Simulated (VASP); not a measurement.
# C3O (Cm) in VASP: notebook

C3O is run at these levels: PBE+D3(BJ); tasks: single point, relaxation of cell and atoms.

Everything below comes from runs of VASP 6.6.1. Logs are shortened: lines on timing, memory, paths and dates and some standing lists are left out, and cuts for length are marked.

## 1. The cell of the first run

The structure is monoclinic, space group Cm (No. 8). The conventional cell has a = 6.431 Å, b = 2.319 Å, c = 10.792 Å, α = 90.00°, β = 92.06°, γ = 90.00°. C (site symmetry m) has 3 C at 1.44 to 1.73 Å within 1.9 Å. C (site symmetry m) has 1 C at 1.35 Å and 2 O at 1.38 Å within 1.8 Å. Within 1.9 Å of C (site symmetry m) lie 4 C at 1.44 to 1.46 Å. Within 1.8 Å of C (site symmetry m) lie 2 C at 1.35 Å. C (site symmetry m) has 3 C at 1.46 to 1.73 Å within 2.0 Å. Within 1.8 Å of C (site symmetry m) lie 1 C at 1.35 Å and 2 O at 1.38 Å. O (site symmetry m) has 2 C at 1.38 Å within 1.8 Å. O (site symmetry m) has 2 C at 1.38 Å within 1.8 Å.

## 2. Single point, PBE+D3(BJ)

INCAR reads:

```
SYSTEM = C3O
PREC = Accurate
ENCUT = 520
EDIFF = 1E-7
ISMEAR = 0
SIGMA = 0.1
LREAL = .False.
LASPH = .True.
NELM = 100
ALGO = Normal
ISIF = 2
LWAVE = .False.
LCHARG = .False.
GGA = PE
IVDW = 12
NBANDS = 28
```

KPOINTS reads:

```
regular mesh
0
Gamma
  8 8 2
  0 0 0
```

POSCAR reads:

```
C3O
1.0
    3.2156709967     -1.1597186628      0.0000000000
    3.2156709967      1.1597186628      0.0000000000
   -0.3870336300      0.0000000000     10.7855207394
C O
6 2
Direct
    0.5375386681      0.5375386681      0.3243196868
    0.3492737785      0.3492737785      0.8751895810
    0.0074854045      0.0074854045      0.2463606745
    0.3952425302      0.3952425302      0.7543427079
    0.5205021700      0.5205021700      0.1641822424
    0.4202208282      0.4202208282      0.6308767211
    0.8243179783      0.8243179783      0.9428608688
    0.9344643520      0.9344643520      0.5618675175
```

Potentials or basis: VASP PAW PBE potentials, release 64 (C, O).

Command:

```console
$ cat potpaw_PBE.64/C/POTCAR potpaw_PBE.64/O/POTCAR > POTCAR
$ mpirun -np 1 vasp_std > vasp.out
```

OUTCAR:

```text
SYSTEM = C3O
   PREC = Accurate
   ENCUT = 520
   EDIFF = 1E-7
   ISMEAR = 0
   LREAL = .False.
   LASPH = .True.
   NELM = 100
   ISIF = 2
   GGA = PE
   IVDW = 12
 IVDW          = 12

 ion  position               nearest neighbor table
   1  0.538  0.538  0.324-   3 1.44   3 1.44   5 1.73
   2  0.349  0.349  0.875-   4 1.35   7 1.38   7 1.38
   3  0.007  0.007  0.246-   1 1.44   1 1.44   5 1.46   5 1.46
   4  0.395  0.395  0.754-   2 1.35   6 1.35
   5  0.521  0.521  0.164-   3 1.46   3 1.46   1 1.73
   6  0.420  0.420  0.631-   4 1.35   8 1.38   8 1.38
   7  0.824  0.824  0.943-   2 1.38   2 1.38
   8  0.934  0.934  0.562-   6 1.38   6 1.38

  LATTYP: Found a base centered monoclinic cell.
 ALAT       =     6.4313419934
 B/A-ratio  =     0.3606459317
 C/A-ratio  =     1.6781043181
 COS(beta)  =    -0.0358614746

  Lattice vectors:

 A1 = (   3.2156709967,  -1.1597186628,   0.0000000000)
 A2 = (   3.2156709967,   1.1597186628,   0.0000000000)
 A3 = (  -0.3870336300,   0.0000000000,  10.7855207394)

Analysis of symmetry for initial positions (statically):
=====================================================================
 Subroutine PRICEL returns:
 Original cell was already a primitive cell.

 Routine SETGRP: Setting up the symmetry group for a
 base centered monoclinic supercell.

 Subroutine GETGRP returns: Found  2 space group operations
 (whereof  2 operations were pure point group operations)
 out of a pool of  4 trial point group operations.

The static configuration has the point symmetry C_1h.

Analysis of symmetry for dynamics (positions and initial velocities):
=====================================================================
 Subroutine PRICEL returns:
 Original cell was already a primitive cell.

 Routine SETGRP: Setting up the symmetry group for a
 base centered monoclinic supercell.

 Subroutine GETGRP returns: Found  2 space group operations
 (whereof  2 operations were pure point group operations)
 out of a pool of  4 trial point group operations.

The dynamic configuration has the point symmetry C_1h.

 Subroutine INISYM returns: Found  2 space group operations
 (whereof  2 operations are pure point group operations),
 and found     1 'primitive' translations

----------------------------------------------------------------------------------------

                                     Primitive cell

  volume of cell :      80.4443

  direct lattice vectors                    reciprocal lattice vectors
     3.215670997 -1.159718663  0.000000000     0.155488544 -0.431139048  0.005579637
     3.215670997  1.159718663  0.000000000     0.155488544  0.431139048  0.005579637
    -0.387033630  0.000000000 10.785520739     0.000000000  0.000000000  0.092716896

  length of vectors
     3.418404209  3.418404209 10.792462770     0.458354337  0.458354337  0.092716896

  position of ions in fractional coordinates (direct lattice)
     0.537538668  0.537538668  0.324319687
     0.349273778  0.349273778  0.875189581
     0.007485405  0.007485405  0.246360674
     0.395242530  0.395242530  0.754342708
     0.520502170  0.520502170  0.164182242
     0.420220828  0.420220828  0.630876721
     0.824317978  0.824317978  0.942860869
     0.934464352  0.934464352  0.561867517

  ion indices of the primitive-cell ions
   primitive index   ion index
                 1           1
                 2           2
                 3           3
                 4           4
                 5           5
                 6           6
                 7           7
                 8           8

----------------------------------------------------------------------------------------

 KPOINTS: regular mesh

Automatic generation of k-mesh.
 Grid dimensions read from file:
 generate k-points for:    8    8    2

 Generating k-lattice:

  Cartesian coordinates                     Fractional coordinates (reciprocal lattice)
     0.019436068 -0.053892381  0.000697455     0.125000000  0.000000000  0.000000000
[... 60 lines left out ...]

 k-point     4 :       0.3750    0.0000   -0.0000
  band No.  band energies     occupation
      1     -19.9781      2.00000
      2     -19.9072      2.00000
      3     -15.4355      2.00000
      4     -12.3843      2.00000
      5     -11.7377      2.00000
      6      -9.8611      2.00000
[... 20 lines left out ...]
     27      12.5861      0.00000
     28      12.8461      0.00000

 k-point     5 :       0.5000    0.0000   -0.0000
  band No.  band energies     occupation
      1     -19.4603      2.00000
      2     -19.4055      2.00000
      3     -14.4286      2.00000
      4     -13.1374      2.00000
      5     -12.6823      2.00000
      6     -11.3538      2.00000
[... 20 lines left out ...]
     27      12.7721      0.00000
     28      13.1576      0.00000

 k-point     6 :       0.1250    0.1250   -0.0000
  band No.  band energies     occupation
      1     -21.8444      2.00000
      2     -21.7404      2.00000
      3     -17.8678      2.00000
      4     -12.7818      2.00000
      5      -9.4193      2.00000
      6      -8.7715      2.00000
[... 463 lines left out ...]
      5      -9.2933      2.00000
      6      -8.5030      2.00000
[... 20 lines left out ...]
     27      12.3728      0.00000
     28      12.4666      0.00000

 k-point    22 :       0.0000    0.0000    0.5000
  band No.  band energies     occupation
      1     -21.8650      2.00000
      2     -21.7588      2.00000
      3     -17.9085      2.00000
      4     -12.8269      2.00000
      5      -9.3711      2.00000
      6      -8.8983      2.00000
[... 20 lines left out ...]
     27      11.2136      0.00000
     28      11.8800      0.00000

 k-point    23 :       0.1250    0.0000    0.5000
  band No.  band energies     occupation
      1     -21.6137      2.00000
      2     -21.5112      2.00000
      3     -17.6143      2.00000
      4     -12.5662      2.00000
      5      -9.2095      2.00000
      6      -8.6057      2.00000
[... 20 lines left out ...]
     27      11.4844      0.00000
     28      11.9657      0.00000

 k-point    24 :       0.2500    0.0000    0.5000
  band No.  band energies     occupation
      1     -20.9103      2.00000
      2     -20.8193      2.00000
      3     -16.7529      2.00000
      4     -11.9756      2.00000
      5      -9.7472      2.00000
      6      -9.0031      2.00000
[... 20 lines left out ...]
     27      11.8166      0.00000
     28      12.2769      0.00000

 [... further k-points ...]

------------------------ aborting loop because EDIFF is reached ----------------------------------------

 Edisp (eV)   -0.93985

 E8    (eV) :    -0.2601

  FORCE on cell =-STRESS in cart. coord.  units (eV):
  Direction    XX          YY          ZZ          XY          YZ          ZX
  --------------------------------------------------------------------------------------
  -------------------------------------------------------------------------------------
  Total       0.73821     0.49579     1.38218     0.00000     0.00000    -0.25399
  in kB      14.70272     9.87450    27.52831     0.00000     0.00000    -5.05852
  external pressure =       17.37 kB  Pullay stress =        0.00 kB

 VOLUME and BASIS-vectors are now :
 -----------------------------------------------------------------------------
  energy-cutoff  :      520.00
  volume of cell :       80.44
      direct lattice vectors                 reciprocal lattice vectors
     3.215670997 -1.159718663  0.000000000     0.155488544 -0.431139048  0.005579637
     3.215670997  1.159718663  0.000000000     0.155488544  0.431139048  0.005579637
    -0.387033630  0.000000000 10.785520739     0.000000000  0.000000000  0.092716896

 POSITION                                       TOTAL-FORCE (eV/Angst)
 -----------------------------------------------------------------------------------
      3.33157      0.00000      3.49796         0.131517      0.000000     -0.056708
      1.90757      0.00000      9.43938        -0.012934      0.000000      0.013004
     -0.04721      0.00000      2.65713        -0.160207      0.000000     -0.141898
      2.24998      0.00000      8.13598        -0.090311      0.000000     -0.026023
      3.28398      0.00000      1.77079         0.106070      0.000000      0.271647
      2.45841      0.00000      6.80433        -0.010888      0.000000      0.001373
      4.93655      0.00000     10.16925        -0.010459      0.000000     -0.039152
      5.79240      0.00000      6.06003         0.047212      0.000000     -0.022243
 -----------------------------------------------------------------------------------
    total drift:                                0.000115     -0.000000     -0.000801

  FREE ENERGIE OF THE ION-ELECTRON SYSTEM (eV)
  ---------------------------------------------------
  free  energy   TOTEN  =       -57.6830433270 eV

  energy  without entropy=      -57.6749250684  energy(sigma->0) =      -57.67898420
```

Run time: 73 s. Hardware: 1 thread of Oxide Virtual Turin-like, shared host; peak memory 0.23 GiB.

What came out:

| Quantity | Value |
| --- | --- |
| Free energy | -57.6830 eV |
| Pressure | 1.7 GPa |
| Largest force | 0.292 eV/Å |
| Band gap on the k mesh | zero (bands 18 and 19 overlap by 2.91 eV) |
| Dispersion energy per atom | -0.117 eV |

Forces on the atoms (eV/Å):
```
C    0.132  0.000 -0.057
C   -0.013  0.000  0.013
C   -0.160  0.000 -0.142
C   -0.090  0.000 -0.026
C    0.106  0.000  0.272
C   -0.011  0.000  0.001
O   -0.010  0.000 -0.039
O    0.047  0.000 -0.022
```

Stress tensor (GPa, compression positive):
```
 1.47  0.00 -0.51
 0.00  0.99  0.00
-0.51  0.00  2.75
```

Levels at points of the mesh, in eV from the Fermi level:
```tsv
k point	band 16	band 17	band 18	band 19	band 20	band 21
(0.00, 0.00, 0.00)	-1.94	0.44	1.72	2.49	2.99	3.34
(0.50, 0.00, 0.00)	-2.75	-2.15	-1.59	-1.15	-1.03	2.25
(0.50, 0.50, 0.00)	-3.04	-1.29	1.45	2.24	2.90	3.73
(0.00, 0.00, 0.50)	-1.94	0.41	1.68	2.49	2.99	3.48
(0.50, 0.00, 0.50)	-2.73	-2.17	-1.59	-1.19	-0.98	2.25
(0.50, 0.50, 0.50)	-3.25	-1.28	1.62	2.07	2.89	3.73
```

## 3. Single point, PBE+D3(BJ)

This run uses another cell than the first one, of 11.04 Å³/atom.

INCAR reads:

```
SYSTEM = C3O
ALGO = Fast ; EDIFF = 1E-6
ENCUT = 520 ; GGA = PE
ISIF = 2 ; ISMEAR = 0
IVDW = 12 ; LASPH = .TRUE.
LCHARG = .FALSE. ; LREAL = .FALSE.
LWAVE = .FALSE. ; NBANDS = 28
NELM = 100 ; PREC = Accurate
SIGMA = 0.1
```

KPOINTS reads:

```
k-points
0
G
  8 8 2
  0 0 0
```

POSCAR reads:

```
C3O
1.0
    3.4093067253     -1.1561464785     -0.1309382370
    3.4093067253      1.1561464785     -0.1309382370
   -0.8495127242      0.0000000000     11.2346303584
C O
6 2
Direct
    0.5823676502      0.5823676502      0.3252883368
    0.3204520044      0.3204520044      0.8642717354
    0.0321340679      0.0321340679      0.2494945753
    0.3653598898      0.3653598898      0.7505208170
    0.5465548010      0.5465548010      0.1723627343
    0.4108055580      0.4108055580      0.6368712265
    0.7954843606      0.7954843606      0.9277609709
    0.9358873780      0.9358873780      0.5734296039
```

Potentials or basis: VASP PAW PBE potentials, release 64 (C, O).

Command:

```console
$ cat potpaw_PBE.64/C/POTCAR potpaw_PBE.64/O/POTCAR > POTCAR
$ mpirun -np 1 vasp_std > vasp.out
```

Wall time 94 s (1 thread of Oxide Virtual Turin-like, shared host); peak memory 0.25 GiB.

The run converged. Its results:

| Quantity | Value |
| --- | --- |
| Free energy | -57.7857 eV |
| Pressure | 0.8 GPa |
| Largest force | 0.106 eV/Å |
| Band gap on the k mesh | zero (bands 18 and 19 overlap by 3.14 eV) |
| Dispersion energy per atom | -0.106 eV |

Forces in eV/Å, atoms in the order of the input:
```
C    0.013  0.000  0.092
C    0.010  0.000 -0.062
C   -0.018  0.000 -0.001
C    0.003  0.000  0.000
C    0.001  0.000 -0.076
C   -0.020  0.000  0.069
O   -0.016  0.000  0.080
O    0.028  0.000 -0.102
```

Stress tensor (GPa, compression positive):
```
 0.15  0.00 -0.25
 0.00  1.80  0.00
-0.25  0.00  0.44
```

Levels at points of the mesh, in eV from the Fermi level:
```tsv
k point	band 15	band 16	band 17	band 18	band 19	band 20	band 21	band 22
(0.00, 0.00, 0.00)	-3.85	-2.37	0.17	1.99	2.14	3.03	3.41	4.08
(0.50, 0.00, 0.00)	-3.70	-2.80	-2.13	-1.27	-1.11	-0.91	2.50	4.78
(0.50, 0.50, 0.00)	-3.61	-2.95	-1.05	1.87	2.46	2.98	4.11	4.33
(0.00, 0.00, 0.50)	-3.74	-2.37	0.16	2.02	2.08	3.03	3.56	3.96
(0.50, 0.00, 0.50)	-3.70	-2.79	-2.13	-1.27	-1.12	-0.90	2.50	4.77
(0.50, 0.50, 0.50)	-3.50	-3.06	-1.05	1.98	2.37	2.98	4.11	4.37
```

## 4. Relaxation of cell and atoms, PBE+D3(BJ)

INCAR reads:

```
SYSTEM = C3O
ALGO = Normal
EDIFF = 1E-6
EDIFFG = -0.04
ENCUT = 600
GGA = PE
IBRION = 2
ISIF = 3
ISMEAR = 0
IVDW = 12
LASPH = .True.
LCHARG = .False.
LREAL = .False.
LWAVE = .False.
NELM = 60
NSW = 90
PREC = Accurate
SIGMA = 0.1
```

KPOINTS reads:

```
k-points
0
Gamma
  8 8 2
  0 0 0
```

POSCAR reads:

```
C3O
1.0
    3.2156709967     -1.1597186628      0.0000000000
    3.2156709967      1.1597186628      0.0000000000
   -0.3870336300      0.0000000000     10.7855207394
C O
6 2
Direct
    0.5375386681      0.5375386681      0.3243196868
    0.3492737785      0.3492737785      0.8751895810
    0.0074854045      0.0074854045      0.2463606745
    0.3952425302      0.3952425302      0.7543427079
    0.5205021700      0.5205021700      0.1641822424
    0.4202208282      0.4202208282      0.6308767211
    0.8243179783      0.8243179783      0.9428608688
    0.9344643520      0.9344643520      0.5618675175
```

Command:

```console
$ cat potpaw_PBE.64/C/POTCAR potpaw_PBE.64/O/POTCAR > POTCAR
$ mpirun -np 1 vasp_std > vasp.out
```

Run time: 40 min. Hardware: 1 thread of Oxide Virtual Turin-like, shared host; peak memory 0.29 GiB.

The run converged. Its results:

- Free energy: -57.7885 eV
- Relaxed volume: 10.91 Å³/atom
- Relaxed cell: a = 3.609 Å, b = 3.609 Å, c = 11.177 Å, α = 98.80°, β = 98.80°, γ = 37.44°
- Space group after relaxing (to 0.1 Å): Cm (No. 8)
- Energy gained by relaxing: 10.8 meV/atom
- Ionic steps: 73
- Pressure after relaxing: 0.1 GPa
- Largest force after relaxing: 0.038 eV/Å
- Band gap on the k mesh: zero (bands 18 and 19 overlap by 3.15 eV)
- Dispersion energy per atom: -0.107 eV

Forces on the atoms (eV/Å):
```
C    0.009  0.000  0.027
C   -0.012  0.000 -0.010
C    0.007  0.000 -0.029
C   -0.018  0.000 -0.033
C    0.015  0.000  0.018
C    0.003  0.000  0.020
O   -0.007  0.000  0.027
O    0.004  0.000 -0.019
```

Stress tensor (GPa, compression positive):
```
 0.12  0.00  0.03
 0.00 -0.04  0.00
 0.03  0.00  0.16
```

The path:
| step | energy change (eV) | largest force (eV/Å) | pressure (GPa) | volume (Å³) |
| --- | --- | --- | --- | --- |
| 1 | 0.0000 | 0.2977 | 1.41 | 80.44 |
| 3 | -0.0102 | 0.3833 | -0.65 | 81.47 |
| 5 | -0.0252 | 0.4008 | 0.41 | 82.39 |
| 7 | -0.0383 | 0.5666 | 0.94 | 83.31 |
| 9 | -0.0465 | 0.3316 | 0.63 | 84.40 |
| 11 | -0.0526 | 0.2917 | 0.15 | 85.18 |
| 13 | -0.0592 | 0.2033 | 0.12 | 85.97 |
| 15 | -0.0622 | 0.2295 | 0.35 | 86.34 |
| 17 | -0.0639 | 0.1896 | 0.18 | 86.69 |
| 19 | -0.0667 | 0.1467 | -0.44 | 87.35 |
| 21 | -0.0681 | 0.1234 | 0.26 | 87.43 |
| 23 | -0.0688 | 0.1820 | 0.38 | 87.60 |
| 25 | -0.0705 | 0.1047 | -0.03 | 88.04 |
| 27 | -0.0708 | 0.1577 | -0.29 | 88.36 |
| 29 | -0.0729 | 0.2244 | -0.36 | 88.94 |
| 31 | -0.0750 | 0.1759 | -0.13 | 89.23 |
| 33 | -0.0755 | 0.2136 | 0.07 | 89.45 |
| 35 | -0.0768 | 0.1543 | 0.08 | 89.76 |
| 37 | -0.0776 | 0.0898 | -0.16 | 89.98 |
| 39 | -0.0784 | 0.0825 | -0.19 | 90.05 |
| 41 | -0.0787 | 0.1760 | -0.13 | 89.99 |
| 43 | -0.0795 | 0.1507 | -0.08 | 89.86 |
| 45 | -0.0801 | 0.1267 | 0.14 | 89.27 |
| 47 | -0.0812 | 0.0702 | 0.00 | 89.41 |
| 49 | -0.0818 | 0.1089 | -0.11 | 89.21 |
| 51 | -0.0821 | 0.0795 | -0.09 | 89.13 |
| 53 | -0.0824 | 0.0493 | -0.02 | 89.03 |
| 55 | -0.0825 | 0.0414 | -0.04 | 89.00 |
| 57 | -0.0829 | 0.0797 | -0.12 | 88.86 |
| 59 | -0.0832 | 0.1025 | 0.00 | 88.70 |
| 61 | -0.0834 | 0.0924 | 0.05 | 88.59 |
| 63 | -0.0838 | 0.1194 | -0.01 | 88.41 |
| 65 | -0.0844 | 0.0862 | -0.03 | 88.29 |
| 67 | -0.0852 | 0.1630 | -0.11 | 87.73 |
| 69 | -0.0856 | 0.1040 | -0.06 | 87.73 |
| 71 | -0.0861 | 0.0789 | 0.08 | 87.43 |
| 73 | -0.0864 | 0.0380 | 0.08 | 87.31 |

Final structure:
```
CELL_PARAMETERS angstrom
3.41117 -1.15816 -0.21034
3.41117 1.15816 -0.21034
-1.12410 0.00000 11.11992
ATOMIC_POSITIONS crystal
C 0.56844 0.56844 0.32830
C 0.33480 0.33480 0.86384
C 0.01506 0.01506 0.25093
C 0.37785 0.37785 0.75006
C 0.52660 0.52660 0.17290
C 0.41676 0.41676 0.63531
O 0.81111 0.81111 0.92748
O 0.93842 0.93842 0.57119
```

Levels at points of the mesh, in eV from the Fermi level:
```csv
k point,band 15,band 16,band 17,band 18,band 19,band 20,band 21,band 22
"(0.00, 0.00, 0.00)",-3.79,-2.44,0.17,1.93,2.17,2.98,3.40,4.07
"(0.50, 0.00, 0.00)",-3.71,-2.79,-2.13,-1.28,-1.11,-0.92,2.48,4.77
"(0.50, 0.50, 0.00)",-3.60,-2.87,-1.06,1.93,2.53,2.93,4.09,4.26
"(0.00, 0.00, 0.50)",-3.68,-2.43,0.16,1.98,2.07,2.98,3.58,3.96
"(0.50, 0.00, 0.50)",-3.70,-2.78,-2.13,-1.28,-1.13,-0.90,2.48,4.76
"(0.50, 0.50, 0.50)",-3.45,-3.02,-1.05,2.02,2.43,2.93,4.09,4.31
```

## 5. Summary

| task | cell | cutoff (eV) | gap on the mesh (eV) | pressure (GPa) | largest force (eV/Å) |
| --- | --- | --- | --- | --- | --- |
| single point | a = 3.418, b = 3.418, c = 10.792 Å, angles 91.9, 91.9, 39.7°, 8 atoms, atomic positions A | 520 | none | 1.7 | 0.29 |
| single point | a = 3.602, b = 3.602, c = 11.267 Å, angles 96.2, 96.2, 37.4°, 8 atoms, atomic positions B | 520 | none | 0.8 | 0.11 |
| relaxation of cell and atoms | relaxed from a = 3.418, b = 3.418, c = 10.792 Å, angles 91.9, 91.9, 39.7°, 8 atoms, atomic positions A | 600 | none | 0.1 | 0.04 |

Alike in all rows: level PBE+D3(BJ); potentials or basis VASP PAW PBE potentials, release 64 (C, O); no spin polarisation; k mesh 8 × 8 × 2; smearing gaussian 0.1 eV.

Total energies depend on the potentials used, so only differences within one code and one set of settings carry meaning.
